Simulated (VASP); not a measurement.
Here is a VASP 6.6.1 calculation.

INCAR

```
SYSTEM = ZnCu
PREC = Accurate
ENCUT = 520
EDIFF = 1E-6
ISMEAR = -1
SIGMA = 0.15
LREAL = .FALSE.
LASPH = .TRUE.
NELM = 100
ALGO = Normal
ISIF = 2
LWAVE = .FALSE.
LCHARG = .FALSE.
GGA = PE
NBANDS = 18
```

Contents of KPOINTS:

```
regular mesh
0
G
  14 14 14
  0 0 0
```

File POSCAR:

```
ZnCu
1.0
    2.9643051901      0.0000000000      0.0000000000
    0.0000000000      2.9643051901      0.0000000000
    0.0000000000      0.0000000000      2.9643051901
Zn Cu
1 1
Direct
    0.5000000000      0.5000000000      0.5000000000
    0.0000000000      0.0000000000      0.0000000000
```

Potentials or basis: VASP PAW PBE potentials, release 64 (Zn, Cu).

Launch:

```console
$ cat potpaw_PBE.64/Zn/POTCAR potpaw_PBE.64/Cu/POTCAR > POTCAR
$ mpirun -np 1 vasp_std > vasp.out
```

**Question.** What does it give for the pressure?

**Answer.** 0.5 GPa.
